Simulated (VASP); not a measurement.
A run of VASP 6.6.1 is set up as follows.

POSCAR

```
MgO
1.0
    2.6233967733      0.0000000000      0.0000000000
    0.0000000000      2.6233967733      0.0000000000
    0.0000000000      0.0000000000      2.6233967733
Mg O
1 1
Direct
    0.0000000000      0.0000000000      0.0000000000
    0.5000000000      0.5000000000      0.5000000000
```

File INCAR.step1:

```
SYSTEM = MgO
PREC = Accurate
ENCUT = 520
ISMEAR = 0
SIGMA = 0.02
LREAL = .FALSE.
LASPH = .TRUE.
NELM = 80
NBANDS = 11
GGA = PE
ALGO = Normal
EDIFF = 1E-4
LWAVE = .TRUE.
LCHARG = .FALSE.
```

The input INCAR.step2:

```
SYSTEM = MgO
PREC = Accurate
ENCUT = 520
EDIFF = 1E-7
ISMEAR = 0
SIGMA = 0.02
LREAL = .FALSE.
LASPH = .TRUE.
NELM = 80
ALGO = Normal
ISIF = 2
LWAVE = .FALSE.
LCHARG = .FALSE.
METAGGA = R2SCAN
LMIXTAU = .TRUE.
NBANDS = 11
ISTART = 1
```

File KPOINTS:

```
Automatic mesh
0
G
  8 8 8
  0 0 0
```

Potentials or basis: VASP PAW PBE potentials, release 64 (Mg, O).

The run is started by

```console
$ cat potpaw_PBE.64/Mg/POTCAR potpaw_PBE.64/O/POTCAR > POTCAR
$ cp INCAR.step1 INCAR
$ mpirun -np 1 vasp_std > vasp.out
$ cp INCAR.step2 INCAR
$ mpirun -np 1 vasp_std > vasp.out
```

(1) What does it give for the pressure?

(2) Estimate the band gap on the k mesh.

## Answers

(1) -1.2 GPa.

(2) 3.45 eV (least direct gap 4.51 eV).

Caveat: the PAW data sets were made with another functional, which shifts forces and pressure a little.
